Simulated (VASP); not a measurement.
# LaH3 (Fm-3m) in VASP: notebook, part 2 of 2

VASP 6.6.1. Earlier steps stand in the parts before.

### 3 Relaxation of cell and atoms, PBEsol+D3(BJ)

This run uses another cell than the first one, of 10.82 Å³/atom, 1.039 times its volume.

Contents of INCAR:

```
PREC = Accurate ; ENCUT = 600
EDIFF = 1E-7 ; ISMEAR = -1
SIGMA = 0.15 ; LREAL = False
LASPH = True ; NELM = 60
ALGO = Normal ; ISIF = 3
LWAVE = False ; LCHARG = False
GGA = PS ; IVDW = 12
IBRION = 2 ; NSW = 80
EDIFFG = -0.01
```

Contents of KPOINTS:

```
regular mesh
0
Gamma
  6 6 6
```

Contents of POSCAR:

```
LaH3
1.0
    0.0000000000      2.7864790000      2.7864790000
    2.7864790000      0.0000000000      2.7864790000
    2.7864790000      2.7864790000      0.0000000000
La H
1 3
Direct
    0.0000000000      0.0000000000      0.0000000000
    0.5000000000      0.5000000000      0.5000000000
    0.7500000000      0.7500000000      0.7500000000
    0.2500000000      0.2500000000      0.2500000000
```

Potentials or basis: VASP PAW PBE potentials, release 64 (La, H).

Launch:

```
$ cat potpaw_PBE.64/La/POTCAR potpaw_PBE.64/H/POTCAR > POTCAR
$ mpirun -np 1 vasp_std > vasp.out
```

Run time: 33 s. Hardware: 1 thread of Intel Xeon Platinum 8375C at 2.90GHz (Ice Lake), shared host; peak memory 0.2 GiB.

It converged, with:

```
Free energy                            : -18.4521 eV
Relaxed volume                         : 10.06 Å³/atom
Relaxed cell                           : a = 3.846 Å, b = 3.846 Å, c = 3.846 Å, α = 60.00°, β = 60.00°, γ = 60.00°
Space group after relaxing (to 0.05 Å) : Fm-3m (No. 225)
Energy gained by relaxing              : 14.8 meV/atom
Ionic steps                            : 3
Pressure after relaxing                : -0.1 GPa
Band gap on the k mesh                 : zero (band 7 reaches 8.60 eV, above the bottom of band 8 at 8.41 eV)
Dispersion energy per atom             : -0.189 eV
```

Step by step:
```tsv
step	energy change (eV)	largest force (eV/Å)	pressure (GPa)	volume (Å³)
1	0.0000	0.0000	-5.82	43.27
2	-0.0561	0.0000	-1.42	40.86
3	-0.0590	0.0000	-0.05	40.23
```

Final structure:
```
La H
1.0
     0.00000    2.71963    2.71963
     2.71963    0.00000    2.71963
     2.71963    2.71963    0.00000
La H
1 3
Cartesian
  0.0000 0.0000 0.0000
  2.7196 2.7196 2.7196
  4.0794 4.0794 4.0794
  1.3598 1.3598 1.3598
```

Levels at points of the mesh, in eV from the Fermi level:
| k point | band 4 | band 5 | band 6 | band 7 | band 8 | band 9 | band 10 | band 11 |
| --- | --- | --- | --- | --- | --- | --- | --- | --- |
| (0.00, 0.00, 0.00) | -16.04 | -7.99 | -2.79 | 0.54 | 0.54 | 0.54 | 0.92 | 1.78 |
| (0.50, 0.00, 0.00) | -16.20 | -6.00 | -3.61 | -1.92 | 0.35 | 0.35 | 1.88 | 1.88 |
| (0.50, 0.50, 0.00) | -16.49 | -5.63 | -5.49 | -2.56 | 1.86 | 1.86 | 2.01 | 2.29 |

Caveat: the PAW data sets were made with another functional, which shifts forces and pressure a little; spin-orbit coupling is left out, which moves the levels of the heavy elements; pairwise dispersion overbinds metals, which lowers pressure and volume.

### 4 Relaxation of cell and atoms, LDA

This run uses another cell than the first one, of 10.82 Å³/atom, 1.039 times its volume.

Contents of INCAR:

```
SYSTEM = LaH3
  PREC = Accurate
  ENCUT = 600
  EDIFF = 1E-7
  ISMEAR = -1
  SIGMA = 0.15
  LREAL = .FALSE.
  LASPH = .TRUE.
  NELM = 80
  ALGO = Normal
  ISIF = 3
  LWAVE = .FALSE.
  LCHARG = .FALSE.
  IBRION = 2
  NSW = 80
  EDIFFG = -0.01
```

Contents of KPOINTS:

```
Automatic mesh
0
G
  6 6 6
  0 0 0
```

POSCAR is that of step 3.

Potentials or basis: VASP PAW LDA potentials, release 64 (La, H).

Launch:

```
$ cat potpaw_LDA.64/La/POTCAR potpaw_LDA.64/H/POTCAR > POTCAR
$ mpirun -np 1 vasp_std > vasp.out
```

Run time: 20 s. Hardware: 1 thread of Intel Xeon Platinum 8375C at 2.90GHz (Ice Lake), shared host; peak memory 0.17 GiB.

It converged, with:

```
Free energy                            : -18.6259 eV
Relaxed volume                         : 10.21 Å³/atom
Relaxed cell                           : a = 3.866 Å, b = 3.866 Å, c = 3.866 Å, α = 60.00°, β = 60.00°, γ = 60.00°
Space group after relaxing (to 0.05 Å) : Fm-3m (No. 225)
Energy gained by relaxing              : 9.2 meV/atom
Ionic steps                            : 3
Pressure after relaxing                : 0.0 GPa
Band gap on the k mesh                 : zero (band 7 reaches 8.37 eV, above the bottom of band 8 at 8.19 eV)
```

The path:
```tsv
step	energy change (eV)	largest force (eV/Å)	pressure (GPa)	volume (Å³)
1	0.0000	0.0000	-4.66	43.27
2	-0.0353	0.0000	-1.04	41.33
3	-0.0369	0.0000	-0.03	40.86
```

Final structure:
```
CELL_PARAMETERS angstrom
0.00000 2.73370 2.73370
2.73370 0.00000 2.73370
2.73370 2.73370 0.00000
ATOMIC_POSITIONS crystal
La 0.00000 0.00000 0.00000
H 0.50000 0.50000 0.50000
H 0.75000 0.75000 0.75000
H 0.25000 0.25000 0.25000
```

Levels at points of the mesh, in eV from the Fermi level:
| k point | band 5 | band 6 | band 7 | band 8 | band 9 | band 10 |
| --- | --- | --- | --- | --- | --- | --- |
| (0.00, 0.00, 0.00) | -7.90 | -2.73 | 0.55 | 0.55 | 0.55 | 0.97 |
| (0.50, 0.00, 0.00) | -5.91 | -3.58 | -1.88 | 0.36 | 0.36 | 1.64 |
| (0.50, 0.50, 0.00) | -5.52 | -5.39 | -2.55 | 1.63 | 1.63 | 1.75 |

Caveat: spin-orbit coupling is left out, which moves the levels of the heavy elements.

### 5 Relaxation of cell and atoms, PBEsol

This run uses another cell than the first one, of 10.82 Å³/atom, 1.039 times its volume.

Contents of INCAR:

```
PREC     = Accurate       # precision mode
ENCUT    = 600            # plane-wave cutoff, eV
EDIFF    = 1E-7           # SCF threshold, eV
ISMEAR   = -1             # smearing method
SIGMA    = 0.15           # smearing width, eV
LREAL    = F              # projectors in reciprocal space
LASPH    = T              # aspherical terms in the spheres
NELM     = 100            # most SCF steps
ALGO     = Normal         # electronic algorithm
ISIF     = 3              # what is computed and relaxed
LWAVE    = F              # write WAVECAR
LCHARG   = F              # write CHGCAR
GGA      = PS             # functional
IBRION   = 2              # ionic algorithm
NSW      = 80             # ionic steps
EDIFFG   = -0.01          # ionic threshold
```

Contents of KPOINTS:

```
regular mesh
0
Gamma
  6 6 6
```

POSCAR is that of step 4.

Potentials or basis: VASP PAW PBE potentials, release 64 (La, H).

Launch:

```
$ cat potpaw_PBE.64/La/POTCAR potpaw_PBE.64/H/POTCAR > POTCAR
$ mpirun -np 1 vasp_std > vasp.out
```

OUTCAR:

```text
PREC = Accurate
   ENCUT = 600
   EDIFF = 1E-7
   ISMEAR = -1
   LREAL = F
   LASPH = T
   NELM = 100
   ISIF = 3
   GGA = PS
   IBRION = 2
   NSW = 80
   EDIFFG = -0.01

 ion  position               nearest neighbor table
   1  0.000  0.000  0.000-
   2  0.500  0.500  0.500-
   3  0.750  0.750  0.750-
   4  0.250  0.250  0.250-

  LATTYP: Found a face centered cubic cell.
 ALAT       =     5.5729580000

  Lattice vectors:

 A1 = (   0.0000000000,   2.7864790000,   2.7864790000)
 A2 = (   2.7864790000,   0.0000000000,   2.7864790000)
 A3 = (   2.7864790000,   2.7864790000,   0.0000000000)

[... 176 lines left out ...]
  -------------------------------------------------------------------------------------
  Total       -0.8459407     -0.8459407     -0.8459407     -0.0000000     -0.0000000      0.0000000
  in kB      -31.3222670    -31.3222670    -31.3222670     -0.0000000     -0.0000000      0.0000000
  external PRESSURE =     -31.3222670 kB  Pullay stress =       0.0000000 kB
[... 63 lines left out ...]
--------------------------------------- Ionic step        3  -------------------------------------------

 number of electron      14.0000000 magnetization

 Free energy of the ion-electron system (eV)
  ---------------------------------------------------
  ext. energy  EPLUGINS =         0.00000000
  ---------------------------------------------------
  free energy    TOTEN  =       -17.70995848 eV

  energy without entropy =      -17.69642385  energy(sigma->0) =      -17.70319117

 E-fermi :   7.7405     XC(G=0): -10.3516

 val. band max:        7.3579453390   @ k =   0.1667   0.0000   0.0000
 cond. band min:       8.1006940331   @ k =   0.5000   0.0000   0.0000
 fundamental gap:      0.7427486941
 Fermi energy:         7.7405343508

 k-point     1 :       0.0000    0.0000    0.0000
  band No.  band energies     occupation
      1     -25.2298      2.00000
      2      -8.4228      2.00000
      3      -8.4228      2.00000
      4      -8.4228      2.00000
      5      -0.1549      2.00000
      6       5.0128      2.00000
      7       8.2754      0.05501
      8       8.2754      0.05501
      9       8.2754      0.05501
     10       8.6014      0.00641
     11       9.4307      0.00003
[... 239 lines left out ...]
  FREE ENERGIE OF THE ION-ELECTRON SYSTEM (eV)
  ---------------------------------------------------
  free  energy   TOTEN  =       -17.7099584801 eV

  energy  without entropy=      -17.6964238549  energy(sigma->0) =      -17.70319117

 reached required accuracy - stopping structural energy minimisation
```

OSZICAR:

```text
N       E                     dE             d eps       ncg     rms          rms(c)
DAV:   1     0.117137301054E+03    0.11714E+03   -0.57255E+03   360   0.190E+03
DAV:   2    -0.115142235089E+02   -0.12865E+03   -0.12507E+03   544   0.241E+02
DAV:   3    -0.178993368776E+02   -0.63851E+01   -0.63679E+01   443   0.999E+01
[... 32 lines left out ...]
DAV:   4    -0.177099449289E+02   -0.13602E-04   -0.42117E-04   627   0.223E-01    0.178E-02
DAV:   5    -0.177099516068E+02   -0.66778E-05   -0.18807E-04   625   0.158E-01    0.203E-02
DAV:   6    -0.177099554967E+02   -0.38900E-05   -0.13794E-05   681   0.379E-02    0.157E-02
DAV:   7    -0.177099583881E+02   -0.28914E-05   -0.50636E-05   641   0.871E-02    0.205E-03
DAV:   8    -0.177099584801E+02   -0.91975E-07   -0.53522E-07   633   0.936E-03
   3 F= -.17709958E+02 E0= -.17703191E+02  d E =-.168742E-01
```

Wall time 30 s (1 thread of Intel Xeon Platinum 8375C at 2.90GHz (Ice Lake), shared host); peak memory 0.19 GiB.

Results:

```
Free energy                            : -17.7100 eV
Relaxed volume                         : 10.40 Å³/atom
Relaxed cell                           : a = 3.889 Å, b = 3.889 Å, c = 3.889 Å, α = 60.00°, β = 60.00°, γ = 60.00°
Space group after relaxing (to 0.05 Å) : Fm-3m (No. 225)
Energy gained by relaxing              : 4.2 meV/atom
Ionic steps                            : 3
Pressure after relaxing                : 0.0 GPa
Band gap on the k mesh                 : zero (band 7 reaches 8.28 eV, above the bottom of band 8 at 8.10 eV)
```

The path:
| step | energy change (eV) | largest force (eV/Å) | pressure (GPa) | volume (Å³) |
| --- | --- | --- | --- | --- |
| 1 | 0.0000 | 0.0000 | -3.13 | 43.27 |
| 2 | -0.0160 | 0.0000 | -0.73 | 41.96 |
| 3 | -0.0169 | 0.0000 | -0.01 | 41.60 |

Final structure:
```
CELL_PARAMETERS angstrom
0.00000 2.75021 2.75021
2.75021 0.00000 2.75021
2.75021 2.75021 0.00000
ATOMIC_POSITIONS crystal
La 0.00000 0.00000 0.00000
H 0.50000 0.50000 0.50000
H 0.75000 0.75000 0.75000
H 0.25000 0.25000 0.25000
```

Caveat: the PAW data sets were made with another functional, which shifts forces and pressure a little; spin-orbit coupling is left out, which moves the levels of the heavy elements.

### 6 Summary

| task | level | potentials or basis | cell | cutoff (eV) | gap on the mesh (eV) | pressure (GPa) | relaxed volume (Å³/atom) |
| --- | --- | --- | --- | --- | --- | --- | --- |
| single point | PBEsol | VASP PAW PBE potentials, release 64 (La, H) | a = 3.890 Å, angles 60.0°, 4 atoms | 520 | none | -0.2 | - |
| relaxation of cell and atoms | PBEsol+D3(BJ) | VASP PAW PBE potentials, release 64 (La, H) | relaxed from a = 3.941 Å, angles 60.0°, 4 atoms | 600 | none | -0.1 | 10.06 |
| relaxation of cell and atoms | LDA | VASP PAW LDA potentials, release 64 (La, H) | relaxed from a = 3.941 Å, angles 60.0°, 4 atoms | 600 | none | 0.0 | 10.21 |
| relaxation of cell and atoms | PBEsol | VASP PAW PBE potentials, release 64 (La, H) | relaxed from a = 3.941 Å, angles 60.0°, 4 atoms | 600 | none | 0.0 | 10.40 |

Alike in all rows: no spin polarisation; k mesh 6 × 6 × 6; smearing fermi-dirac 0.15 eV.

Caveats: spin-orbit coupling is left out, which moves the levels of the heavy elements; the PAW data sets were made with another functional, which shifts forces and pressure a little (some runs); pairwise dispersion overbinds metals, which lowers pressure and volume (some runs).

Absolute energies hang on the potentials; compare differences alone.
